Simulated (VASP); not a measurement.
# PtS2 in VASP: single point with PBE+D3(BJ)

Aim: the single point of PtS2 with PBE+D3(BJ).

Program: VASP 6.6.1. These are calculated values, not measurements. Logs are shortened: lines on timing, memory, paths and dates and some standing lists are left out, and cuts for length are marked.

## Step 1: The cell of the first run

The cell holds a slab with vacuum, 6 atoms: a = 3.542 Å, b = 3.542 Å, c = 22.467 Å, α = 90.00°, β = 90.00°, γ = 120.00°.

## Step 2: Single point, PBE+D3(BJ) (layers slid over each other)

INCAR reads:

```
SYSTEM = PtS2
  PREC = Accurate
  ENCUT = 520
  EDIFF = 1E-7
  ISMEAR = 0
  SIGMA = 0.05
  LREAL = .FALSE.
  LASPH = .TRUE.
  NELM = 100
  ALGO = Normal
  ISIF = 2
  LWAVE = .FALSE.
  LCHARG = .FALSE.
  LDIPOL = .TRUE.
  IDIPOL = 3
  DIPOL = 0.5 0.5 0.383
  GGA = PE
  IVDW = 12
  NBANDS = 31
```

KPOINTS reads:

```
regular mesh
0
G
  9 9 1
  0 0 0
```

POSCAR reads:

```
PtS2
1.0
    3.5415266177      0.0000000000      0.0000000000
   -1.7707633089      3.0670520191      0.0000000000
    0.0000000000      0.0000000000     22.4670701842
S Pt
4 2
Direct
    0.6666666667      0.3333333333      0.2002931385
    0.3333333333      0.6666666667      0.3108342581
    0.8333333333      1.0000000000      0.4550453178
    0.5000000000      1.3333333333      0.5655864374
    0.0000000000      0.0000000000      0.2555636983
    0.1666666667      0.6666666667      0.5103158776
```

Potentials or basis: VASP PAW PBE potentials, release 64 (S, Pt).

Started as:

```bash
cat potpaw_PBE.64/S/POTCAR potpaw_PBE.64/Pt/POTCAR > POTCAR
mpirun -np 1 vasp_std > vasp.out
```

OUTCAR:

```text
SYSTEM = PtS2
   PREC = Accurate
   ENCUT = 520
   EDIFF = 1E-7
   ISMEAR = 0
   LREAL = .FALSE.
   LASPH = .TRUE.
   NELM = 100
   ISIF = 2
   GGA = PE
   IVDW = 12
 IVDW          = 12

 ion  position               nearest neighbor table
   1  0.667  0.333  0.200-   5 2.39   5 2.39   5 2.39
   2  0.333  0.667  0.311-   5 2.39   5 2.39   5 2.39
   3  0.833  0.000  0.455-   6 2.39   6 2.39   6 2.39
   4  0.500  0.333  0.566-   6 2.39   6 2.39   6 2.39
   5  0.000  0.000  0.256-   1 2.39   2 2.39   1 2.39   2 2.39   1 2.39   2 2.39
   6  0.167  0.667  0.510-   3 2.39   4 2.39   4 2.39   3 2.39   3 2.39   4 2.39

  LATTYP: Found a hexagonal cell.
 ALAT       =     3.5415266177
 C/A-ratio  =     6.3438942042

  Lattice vectors:

 A1 = (   3.5415266177,   0.0000000000,   0.0000000000)
 A2 = (  -1.7707633089,   3.0670520191,   0.0000000000)
 A3 = (   0.0000000000,   0.0000000000,  22.4670701842)

Analysis of symmetry for initial positions (statically):
=====================================================================
 Subroutine PRICEL returns:
 Original cell was already a primitive cell.

 Routine SETGRP: Setting up the symmetry group for a
 hexagonal supercell.

 Subroutine GETGRP returns: Found  2 space group operations
 (whereof  1 operations were pure point group operations)
 out of a pool of 24 trial point group operations.

The static configuration has the point symmetry C_1 .
 The point group associated with its full space group is S_2 .

Analysis of symmetry for dynamics (positions and initial velocities):
=====================================================================
 Subroutine PRICEL returns:
 Original cell was already a primitive cell.

 Routine SETGRP: Setting up the symmetry group for a
 hexagonal supercell.

 Subroutine GETGRP returns: Found  2 space group operations
 (whereof  1 operations were pure point group operations)
 out of a pool of 24 trial point group operations.

The dynamic configuration has the point symmetry C_1 .
 The point group associated with its full space group is S_2 .

 Subroutine INISYM returns: Found  2 space group operations
 (whereof  1 operations are pure point group operations),
 and found     1 'primitive' translations

----------------------------------------------------------------------------------------

                                     Primitive cell

  volume of cell :     244.0384

  direct lattice vectors                    reciprocal lattice vectors
     3.541526618  0.000000000  0.000000000     0.282364107  0.163022993  0.000000000
    -1.770763309  3.067052019  0.000000000     0.000000000  0.326045986  0.000000000
     0.000000000  0.000000000 22.467070184     0.000000000  0.000000000  0.044509586

  length of vectors
     3.541526618  3.541526618 22.467070184     0.326045986  0.326045986  0.044509586

  position of ions in fractional coordinates (direct lattice)
     0.666666667  0.333333333  0.200293139
     0.333333333  0.666666667  0.310834258
     0.833333333  0.000000000  0.455045318
     0.500000000  0.333333333  0.565586437
     0.000000000  0.000000000  0.255563698
     0.166666667  0.666666667  0.510315878

  ion indices of the primitive-cell ions
   primitive index   ion index
                 1           1
                 2           2
                 3           3
                 4           4
                 5           5
                 6           6

----------------------------------------------------------------------------------------

 KPOINTS: regular mesh

Automatic generation of k-mesh.
 Grid dimensions read from file:
 generate k-points for:    9    9    1

 Generating k-lattice:

  Cartesian coordinates                     Fractional coordinates (reciprocal lattice)
     0.031373790  0.018113666  0.000000000     0.111111111  0.000000000  0.000000000
     0.000000000  0.036227332  0.000000000     0.000000000  0.111111111  0.000000000
     0.000000000  0.000000000  0.044509586     0.000000000  0.000000000  1.000000000

  Length of vectors
     0.036227332  0.036227332  0.044509586

  Shift w.r.t. Gamma in fractional coordinates (k-lattice)
     0.000000000  0.000000000  0.000000000

 Subroutine IBZKPT returns following result:
 ===========================================

 Found     41 irreducible k-points:

 Following reciprocal coordinates:
            Coordinates               Weight
  0.000000  0.000000  0.000000      1.000000
  0.111111 -0.000000  0.000000      2.000000
  0.000000  0.111111  0.000000      2.000000
 -0.111111  0.111111  0.000000      2.000000
  0.222222 -0.000000  0.000000      2.000000
  0.000000  0.222222  0.000000      2.000000
[... 16 lines left out ...]
  0.333333  0.111111  0.000000      2.000000
 -0.111111  0.444444  0.000000      2.000000
 [... further k-points ...]
   k-points           NKPTS =     41   k-points in BZ     NKDIM =     41   number of bands    NBANDS=     31
   number of dos      NEDOS =    301   number of ions     NIONS =      6
   total plane-waves  NPLWV = 131712
   dimension x,y,z NGX =    28 NGY =   28 NGZ =  168
   dimension x,y,z NGXF=    56 NGYF=   56 NGZF=  336
   ions per type =               4   2
   NGX,Y,Z   is equivalent  to a cutoff of  13.14, 13.14, 12.43 a.u.
   NGXF,Y,Z  is equivalent  to a cutoff of  26.29, 26.29, 24.86 a.u.
 SYSTEM =  PtS2
   PREC   = accura    normal or accurate (medium, high low for compatibility)
   ISTART =      0    job   : 0-new  1-cont  2-samecut
   ICHARG =      2    charge: 1-file 2-atom 10-const
   ISPIN  =      1    spin polarized calculation?
   LNONCOLLINEAR =      F non collinear calculations
   LSORBIT =      F    spin-orbit coupling
   LASPH  =      T    aspherical Exc in radial PAW
   ENCUT  =  520.0 eV  38.22 Ry    6.18 a.u.   6.58  6.58 41.77*2*pi/ulx,y,z
   NELM   =    100;   NELMIN=  2; NELMDL= -5     # of ELM steps
   EDIFF  = 0.1E-06   stopping-criterion for ELM
   LREAL  =      F    real-space projection
   EDIFFG = 0.1E-05   stopping-criterion for IOM
   NSW    =      0    number of steps for IOM
   IBRION =     -1    ionic relax: 0-MD 1-quasi-New 2-CG
   NFREE  =      0    steps in history (QN), initial steepest desc. (CG)
   ISIF   =      2    stress and relaxation
   ISYM   =      2    0-nonsym 1-usesym 2-fastsym
   POTIM  = 0.5000    time-step for ionic-motion
   TEBEG  =    0.0;   TEEND  =   0.0 temperature during run
   PSTRESS=    0.0 pullay stress
   NELECT =      44.0000    total number of electrons
   NUPDOWN=      -1.0000    fix difference up-down
   EMIN   =  10.00;   EMAX   =-10.00  energy-range for DOS
   EFERMI =   0.00;   METHOD = LEGACY
   ISMEAR =     0;   SIGMA  =   0.05  broadening in eV -4-tet -1-fermi 0-gaus
   EFERMI_NEDOS =   21; number of points for ismear=-14 and -15
   IALGO  =     38    algorithm
   IMIX   =      4    mixing-type and parameters
     AMIX     =   0.40;   BMIX     =  1.00
     AMIX_MAG =   1.60;   BMIX_MAG =  1.00
  volume/ion in A,a.u.               =      40.67       274.48
  Fermi-wavevector in a.u.,A,eV,Ry     =   0.924854  1.747720 11.637802  0.855354
  Thomas-Fermi vector in A             =   2.050645
   LORBIT       =      0    0 simple, 1 ext, 2 COOP (PROOUT), +10 PAW based schemes
   GGA     = PE    functional components
   LHFCALC =     F    Hartree Fock is set to
   AEXX    =    0.0000 exact exchange contribution
   IVDW    =    12    specifies the selected vdW correction
   LEPSILON=     F    determine dielectric tensor
   LRPA    =     F    only Hartree local field effects (RPA)
 non-spin polarized calculation
 Gauss-broadening in eV      SIGMA  =   0.05
  energy-cutoff  :      520.00
  volume of cell :      244.04
 maximum number of plane-waves:      6671
   NGX = 13   NGY = 13   NGZ = 83

 number of electron      44.0000000 magnetization

 dipolmoment           0.000000      0.000000     -0.000008 electrons x Angstroem

 Free energy of the ion-electron system (eV)
  ---------------------------------------------------
  ext. energy  EPLUGINS =         0.00000000
  ---------------------------------------------------
  free energy    TOTEN  =       -30.88514949 eV

  energy without entropy =      -30.88514949  energy(sigma->0) =      -30.88514949

 E-fermi :  -0.3162     XC(G=0):  -5.4344

 val. band max:       -0.5415888316   @ k =  -0.2222   0.1111   0.0000
 cond. band min:       0.8297063295   @ k =  -0.2222   0.2222   0.0000
 fundamental gap:      1.3712951611
 Fermi energy:        -0.3161939322

 k-point     1 :       0.0000    0.0000    0.0000
  band No.  band energies     occupation
      1     -14.9230      2.00000
      2     -14.8611      2.00000
      3     -12.7639      2.00000
      4     -12.6228      2.00000
      5      -6.3929      2.00000
      6      -6.3891      2.00000
[... 23 lines left out ...]
     30       5.3133      0.00000
     31       5.5822      0.00000

 k-point     2 :       0.1111   -0.0000    0.0000
  band No.  band energies     occupation
      1     -14.7685      2.00000
      2     -14.7071      2.00000
      3     -12.7888      2.00000
      4     -12.6610      2.00000
      5      -6.4158      2.00000
      6      -6.3672      2.00000
[... 23 lines left out ...]
     30       5.9410      0.00000
     31       5.9789      0.00000

 k-point     3 :       0.0000    0.1111    0.0000
  band No.  band energies     occupation
      1     -14.7687      2.00000
      2     -14.7069      2.00000
      3     -12.7891      2.00000
      4     -12.6607      2.00000
      5      -6.4144      2.00000
      6      -6.3660      2.00000
[... 703 lines left out ...]
     30       7.0006      0.00000
     31       7.3595      0.00000

 k-point    24 :      -0.1111    0.4444    0.0000
  band No.  band energies     occupation
      1     -13.4410      2.00000
      2     -13.3905      2.00000
      3     -12.9468      2.00000
      4     -12.8989      2.00000
      5      -6.7538      2.00000
      6      -6.6899      2.00000
[... 23 lines left out ...]
     30       7.0071      0.00000
     31       7.3316      0.00000

 [... further k-points ...]

------------------------ aborting loop because EDIFF is reached ----------------------------------------

 vacuum level on the upper side and lower side of the slab       (xc-potential included)        -0.212        -0.213

 Edisp (eV)   -1.92683

 E8    (eV) :    -0.7984

  FORCE on cell =-STRESS in cart. coord.  units (eV):
  Direction    XX          YY          ZZ          XY          YZ          ZX
  --------------------------------------------------------------------------------------
  -------------------------------------------------------------------------------------
  Total      -0.50549    -0.46927    -0.74204     0.03957     0.07161     0.11132
  in kB      -3.31865    -3.08091    -4.87172     0.25977     0.47014     0.73083
  external pressure =       -3.76 kB  Pullay stress =        0.00 kB

 VOLUME and BASIS-vectors are now :
 -----------------------------------------------------------------------------
  energy-cutoff  :      520.00
  volume of cell :      244.04
      direct lattice vectors                 reciprocal lattice vectors
     3.541526618  0.000000000  0.000000000     0.282364107  0.163022993  0.000000000
    -1.770763309  3.067052019  0.000000000     0.000000000  0.326045986  0.000000000
     0.000000000  0.000000000 22.467070184     0.000000000  0.000000000  0.044509586

 POSITION                                       TOTAL-FORCE (eV/Angst)
 -----------------------------------------------------------------------------------
      1.77076      1.02235      4.50000        -0.006716     -0.007734      0.037307
     -0.00000      2.04470      6.98354        -0.015879     -0.019949     -0.019022
      2.95127      0.00000     10.22354         0.015879      0.019949      0.019022
      1.18051      1.02235     12.70707         0.006716      0.007734     -0.037307
      0.00000      0.00000      5.74177        -0.000811      0.009805      0.074952
     -0.59025      2.04470     11.46530         0.000811     -0.009805     -0.074952
 -----------------------------------------------------------------------------------
    total drift:                                0.000003      0.000004     -0.000262

  FREE ENERGIE OF THE ION-ELECTRON SYSTEM (eV)
  ---------------------------------------------------
  free  energy   TOTEN  =       -32.8119784191 eV

  energy  without entropy=      -32.8119784191  energy(sigma->0) =      -32.81197842

 vacuum level on the upper side and lower side of the slab         5.289         5.289
```

It took 6.8 min on 1 thread of Intel Xeon Platinum 8375C at 2.90GHz (Ice Lake), shared host; peak memory 0.51 GiB.

What came out:

```yaml
Free_energy: -32.8120 eV
Largest_force: 0.076 eV/Å
Band_gap_on_the_k_mesh: 1.37 eV (least direct gap 1.49 eV)
Dispersion_energy_per_atom: -0.321 eV
```

Forces on the atoms (eV/Å):
```
S   -0.007 -0.008  0.037
S   -0.016 -0.020 -0.019
S    0.016  0.020  0.019
S    0.007  0.008 -0.037
Pt  -0.001  0.010  0.075
Pt   0.001 -0.010 -0.075
```

Caveat: the cell differs from its parent crystal (layers slid over each other); spin-orbit coupling is left out, which moves the levels of the heavy elements.
